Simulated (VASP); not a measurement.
# SnO in VASP: single point with PBE+D3(BJ)

Aim: the single point of SnO with PBE+D3(BJ).

All numbers are computed with VASP 6.6.1; they aren't measurements. Logs are shortened: lines on timing, memory, paths and dates and some standing lists are left out, and cuts for length are marked.

## 1. The cell of the first run

The cell holds a slab with vacuum, 8 atoms: a = 3.821 Å, b = 3.821 Å, c = 22.228 Å, α = 90.00°, β = 90.00°, γ = 90.00°.

## 2. Single point, PBE+D3(BJ) (layers slid over each other)

Input file INCAR:

```
SYSTEM = SnO
  PREC = Accurate
  ENCUT = 520
  EDIFF = 1E-6
  ISMEAR = 0
  SIGMA = 0.05
  LREAL = .False.
  LASPH = .True.
  NELM = 80
  ALGO = Normal
  ISIF = 2
  LWAVE = .False.
  LCHARG = .False.
  LDIPOL = .True.
  IDIPOL = 3
  DIPOL = 0.5 0.5 0.404
  GGA = PE
  IVDW = 12
  NBANDS = 50
```

Input file KPOINTS:

```
regular mesh
0
Gamma
  7 7 1
  0 0 0
```

Input file POSCAR:

```
SnO
1.0
    3.8205591572     -0.0000144285      0.0000000000
    0.0000145032      3.8205591572      0.0000000000
    0.0000000000      0.0000000000     22.2281056610
Sn O
4 4
Direct
    0.7499972356      0.2500027644      0.2024464014
    0.2499972356      0.7500027644      0.3088006209
    0.4999972356      1.0000027644      0.5000000000
    0.9999972356      0.5000027644      0.6063542196
    0.2499972356      0.2500027644      0.2556235111
    0.7499972356      0.7500027644      0.2556235111
    0.9999972356      1.0000027644      0.5531771098
    0.4999972356      0.5000027644      0.5531771098
```

Potentials or basis: VASP PAW PBE potentials, release 64 (Sn_d, O).

Command:

```bash
> cat potpaw_PBE.64/Sn_d/POTCAR potpaw_PBE.64/O/POTCAR > POTCAR
> mpirun -np 1 vasp_std > vasp.out
```

OUTCAR:

```text
SYSTEM = SnO
   PREC = Accurate
   ENCUT = 520
   EDIFF = 1E-6
   ISMEAR = 0
   LREAL = .False.
   LASPH = .True.
   NELM = 80
   ISIF = 2
   GGA = PE
   IVDW = 12
 IVDW          = 12

 ion  position               nearest neighbor table
   1  0.750  0.250  0.202-   5 2.25   5 2.25   6 2.25   6 2.25   2 3.59   2 3.59   2 3.59   2 3.59

   2  0.250  0.750  0.309-   6 2.25   6 2.25   5 2.25   5 2.25   1 3.59   1 3.59   1 3.59   1 3.59

   3  0.500  0.000  0.500-   7 2.25   7 2.25   8 2.25   8 2.25   4 3.59   4 3.59   4 3.59   4 3.59

   4  1.000  0.500  0.606-   8 2.25   8 2.25   7 2.25   7 2.25   3 3.59   3 3.59   3 3.59   3 3.59

   5  0.250  0.250  0.256-   1 2.25   1 2.25   2 2.25   2 2.25
   6  0.750  0.750  0.256-   1 2.25   1 2.25   2 2.25   2 2.25
   7  1.000  0.000  0.553-   3 2.25   3 2.25   4 2.25   4 2.25
   8  0.500  0.500  0.553-   4 2.25   4 2.25   3 2.25   3 2.25

  LATTYP: Found a simple tetragonal cell.
 ALAT       =     3.8205591572
 C/A-ratio  =     5.8180242070

  Lattice vectors:

 A1 = (   3.8205591572,  -0.0000144285,   0.0000000000)
 A2 = (   0.0000145032,   3.8205591572,   0.0000000000)
 A3 = (   0.0000000000,   0.0000000000,  22.2281056610)

Analysis of symmetry for initial positions (statically):
=====================================================================
 Subroutine PRICEL returns:
 Original cell was already a primitive cell.

 Routine SETGRP: Setting up the symmetry group for a
 simple tetragonal supercell.

 Subroutine GETGRP returns: Found  4 space group operations
 (whereof  1 operations were pure point group operations)
 out of a pool of 16 trial point group operations.

The static configuration has the point symmetry C_1 .
 The point group associated with its full space group is C_2h.

Analysis of symmetry for dynamics (positions and initial velocities):
=====================================================================
 Subroutine PRICEL returns:
 Original cell was already a primitive cell.

 Routine SETGRP: Setting up the symmetry group for a
 simple tetragonal supercell.

 Subroutine GETGRP returns: Found  4 space group operations
 (whereof  1 operations were pure point group operations)
 out of a pool of 16 trial point group operations.

The dynamic configuration has the point symmetry C_1 .
 The point group associated with its full space group is C_2h.

 Subroutine INISYM returns: Found  4 space group operations
 (whereof  1 operations are pure point group operations),
 and found     1 'primitive' translations

----------------------------------------------------------------------------------------

                                     Primitive cell

  volume of cell :     324.4564

  direct lattice vectors                    reciprocal lattice vectors
     3.820559157 -0.000014428  0.000000000     0.261741792 -0.000000994  0.000000000
     0.000014503  3.820559157  0.000000000     0.000000988  0.261741792  0.000000000
     0.000000000  0.000000000 22.228105661     0.000000000  0.000000000  0.044988089

  length of vectors
     3.820559157  3.820559157 22.228105661     0.261741792  0.261741792  0.044988089

  position of ions in fractional coordinates (direct lattice)
     0.749997236  0.250002764  0.202446401
     0.249997236  0.750002764  0.308800621
     0.499997236  0.000002764  0.500000000
     0.999997236  0.500002764  0.606354220
     0.249997236  0.250002764  0.255623511
     0.749997236  0.750002764  0.255623511
     0.999997236  0.000002764  0.553177110
     0.499997236  0.500002764  0.553177110

  ion indices of the primitive-cell ions
   primitive index   ion index
                 1           1
                 2           2
                 3           3
                 4           4
                 5           5
                 6           6
                 7           7
                 8           8

----------------------------------------------------------------------------------------

 KPOINTS: regular mesh

Automatic generation of k-mesh.
 Grid dimensions read from file:
 generate k-points for:    7    7    1

 Generating k-lattice:

  Cartesian coordinates                     Fractional coordinates (reciprocal lattice)
     0.037391685 -0.000000142  0.000000000     0.142857143  0.000000000  0.000000000
     0.000000141  0.037391685  0.000000000    -0.000000000  0.142857143  0.000000000
     0.000000000  0.000000000  0.044988089     0.000000000  0.000000000  1.000000000

  Length of vectors
     0.037391685  0.037391685  0.044988089

  Shift w.r.t. Gamma in fractional coordinates (k-lattice)
     0.000000000  0.000000000  0.000000000

 Subroutine IBZKPT returns following result:
 ===========================================

 Found     16 irreducible k-points:

 Following reciprocal coordinates:
            Coordinates               Weight
  0.000000  0.000000  0.000000      1.000000
  0.142857  0.000000  0.000000      4.000000
  0.285714  0.000000  0.000000      4.000000
  0.428571  0.000000  0.000000      4.000000
  0.142857  0.142857  0.000000      2.000000
 -0.142857  0.142857  0.000000      2.000000
[... 8 lines left out ...]
  0.428571  0.428571  0.000000      2.000000
 -0.428571  0.428571  0.000000      2.000000
   k-points           NKPTS =     16   k-points in BZ     NKDIM =     16   number of bands    NBANDS=     50
   number of dos      NEDOS =    301   number of ions     NIONS =      8
   total plane-waves  NPLWV = 131712
   dimension x,y,z NGX =    28 NGY =   28 NGZ =  168
   dimension x,y,z NGXF=    56 NGYF=   56 NGZF=  336
   ions per type =               4   4
   NGX,Y,Z   is equivalent  to a cutoff of  12.18, 12.18, 12.56 a.u.
   NGXF,Y,Z  is equivalent  to a cutoff of  24.37, 24.37, 25.13 a.u.
 SYSTEM =  SnO
   PREC   = accura    normal or accurate (medium, high low for compatibility)
   ISTART =      0    job   : 0-new  1-cont  2-samecut
   ICHARG =      2    charge: 1-file 2-atom 10-const
   ISPIN  =      1    spin polarized calculation?
   LNONCOLLINEAR =      F non collinear calculations
   LSORBIT =      F    spin-orbit coupling
   LASPH  =      T    aspherical Exc in radial PAW
   ENCUT  =  520.0 eV  38.22 Ry    6.18 a.u.   7.10  7.10 41.33*2*pi/ulx,y,z
   NELM   =     80;   NELMIN=  2; NELMDL= -5     # of ELM steps
   EDIFF  = 0.1E-05   stopping-criterion for ELM
   LREAL  =      F    real-space projection
   EDIFFG = 0.1E-04   stopping-criterion for IOM
   NSW    =      0    number of steps for IOM
   IBRION =     -1    ionic relax: 0-MD 1-quasi-New 2-CG
   NFREE  =      0    steps in history (QN), initial steepest desc. (CG)
   ISIF   =      2    stress and relaxation
   ISYM   =      2    0-nonsym 1-usesym 2-fastsym
   POTIM  = 0.5000    time-step for ionic-motion
   TEBEG  =    0.0;   TEEND  =   0.0 temperature during run
   PSTRESS=    0.0 pullay stress
   NELECT =      80.0000    total number of electrons
   NUPDOWN=      -1.0000    fix difference up-down
   EMIN   =  10.00;   EMAX   =-10.00  energy-range for DOS
   EFERMI =   0.00;   METHOD = LEGACY
   ISMEAR =     0;   SIGMA  =   0.05  broadening in eV -4-tet -1-fermi 0-gaus
   EFERMI_NEDOS =   21; number of points for ismear=-14 and -15
   IALGO  =     38    algorithm
   IMIX   =      4    mixing-type and parameters
     AMIX     =   0.40;   BMIX     =  1.00
     AMIX_MAG =   1.60;   BMIX_MAG =  1.00
  volume/ion in A,a.u.               =      40.56       273.69
  Fermi-wavevector in a.u.,A,eV,Ry     =   1.026564  1.939925 14.338279  1.053834
  Thomas-Fermi vector in A             =   2.160463
   LORBIT       =      0    0 simple, 1 ext, 2 COOP (PROOUT), +10 PAW based schemes
   GGA     = PE    functional components
   LHFCALC =     F    Hartree Fock is set to
   AEXX    =    0.0000 exact exchange contribution
   IVDW    =    12    specifies the selected vdW correction
   LEPSILON=     F    determine dielectric tensor
   LRPA    =     F    only Hartree local field effects (RPA)
 non-spin polarized calculation
 Gauss-broadening in eV      SIGMA  =   0.05
  energy-cutoff  :      520.00
  volume of cell :      324.46
 maximum number of plane-waves:      8769
   NGX = 15   NGY = 15   NGZ = 83

 dipolmoment           0.000000      0.000000      0.000029 electrons x Angstroem

 number of electron      79.9999970 magnetization

 dipolmoment           0.000000      0.000000     -0.000005 electrons x Angstroem

 Free energy of the ion-electron system (eV)
  ---------------------------------------------------
  ext. energy  EPLUGINS =         0.00000000
  ---------------------------------------------------
  free energy    TOTEN  =       -45.16752804 eV

  energy without entropy =      -45.16752804  energy(sigma->0) =      -45.16752804

 E-fermi :  -0.0016     XC(G=0):  -5.3255

 val. band max:       -0.2214287925   @ k =  -0.1429   0.1429   0.0000
 cond. band min:       2.3285456215   @ k =   0.0000   0.0000   0.0000
 fundamental gap:      2.5499744140
 Fermi energy:        -0.0015599163

 k-point     1 :       0.0000    0.0000    0.0000
  band No.  band energies     occupation
      1     -21.0529      2.00000
      2     -21.0529      2.00000
      3     -20.6936      2.00000
      4     -20.6935      2.00000
      5     -20.6557      2.00000
      6     -20.6556      2.00000
[... 42 lines left out ...]
     49       5.1401      0.00000
     50       5.1982      0.00000

 k-point     2 :       0.1429    0.0000    0.0000
  band No.  band energies     occupation
      1     -21.0440      2.00000
      2     -21.0439      2.00000
      3     -20.6941      2.00000
      4     -20.6941      2.00000
      5     -20.6574      2.00000
      6     -20.6574      2.00000
[... 734 lines left out ...]
 k-point    16 :      -0.4286    0.4286    0.0000
  band No.  band energies     occupation
      1     -20.9937      2.00000
      2     -20.9936      2.00000
      3     -20.9800      2.00000
      4     -20.9796      2.00000
      5     -20.6605      2.00000
      6     -20.6604      2.00000
[... 42 lines left out ...]
     49       5.9402      0.00000
     50       6.4497      0.00000

------------------------ aborting loop because EDIFF is reached ----------------------------------------

 vacuum level on the upper side and lower side of the slab       (xc-potential included)        -0.151        -0.147

 Edisp (eV)   -1.23352

 E8    (eV) :    -0.5454

  FORCE on cell =-STRESS in cart. coord.  units (eV):
  Direction    XX          YY          ZZ          XY          YZ          ZX
  --------------------------------------------------------------------------------------
  -------------------------------------------------------------------------------------
  Total       0.14434     0.14434    -0.10854     0.02346     0.17184     0.17184
  in kB       0.71275     0.71275    -0.53596     0.11584     0.84856     0.84857
  external pressure =        0.30 kB  Pullay stress =        0.00 kB

 VOLUME and BASIS-vectors are now :
 -----------------------------------------------------------------------------
  energy-cutoff  :      520.00
  volume of cell :      324.46
      direct lattice vectors                 reciprocal lattice vectors
     3.820559157 -0.000014428  0.000000000     0.261741792 -0.000000994  0.000000000
     0.000014503  3.820559157  0.000000000     0.000000988  0.261741792  0.000000000
     0.000000000  0.000000000 22.228105661     0.000000000  0.000000000  0.044988089

 POSITION                                       TOTAL-FORCE (eV/Angst)
 -----------------------------------------------------------------------------------
      2.86541      0.95514      4.50000        -0.003274     -0.003274     -0.070627
      0.95514      2.86543      6.86405        -0.016216     -0.016216      0.118705
      1.91027      0.00000     11.11405         0.016216      0.016216     -0.118705
      3.82056      1.91028     13.47811         0.003274      0.003274      0.070627
      0.95513      0.95515      5.68203         0.006571     -0.017619      0.006047
      2.86542      2.86542      5.68203        -0.017619      0.006571      0.006047
      3.82055     -0.00000     12.29608         0.017619     -0.006571     -0.006047
      1.91028      1.91028     12.29608        -0.006571      0.017619     -0.006047
 -----------------------------------------------------------------------------------
    total drift:                               -0.000000     -0.000000     -0.000292

  FREE ENERGIE OF THE ION-ELECTRON SYSTEM (eV)
  ---------------------------------------------------
  free  energy   TOTEN  =       -46.4010490579 eV

  energy  without entropy=      -46.4010490578  energy(sigma->0) =      -46.40104906

 vacuum level on the upper side and lower side of the slab         4.799         4.805
```

Wall time 4.5 min (1 thread of Intel Xeon Platinum 8488C (Sapphire Rapids), shared host); peak memory 0.44 GiB.

Results:

- Free energy: -46.4010 eV
- Largest force: 0.121 eV/Å
- Band gap on the k mesh: 2.55 eV (least direct gap 2.58 eV)
- Dispersion energy per atom: -0.154 eV

Forces in eV/Å, atoms in the order of the input:
```
Sn  -0.003 -0.003 -0.071
Sn  -0.016 -0.016  0.119
Sn   0.016  0.016 -0.119
Sn   0.003  0.003  0.071
O    0.007 -0.018  0.006
O   -0.018  0.007  0.006
O    0.018 -0.007 -0.006
O   -0.007  0.018 -0.006
```

Levels at points of the mesh, in eV from the valence-band top:
```csv
k point,band 37,band 38,band 39,band 40,band 41,band 42,band 43,band 44
"(0.00, 0.00, 0.00)",-1.92,-1.92,-0.57,-0.03,2.55,2.89,2.89,3.78
```

Caveat: the cell differs from its parent crystal (layers slid over each other); spin-orbit coupling is left out, which moves the levels of the heavy elements.
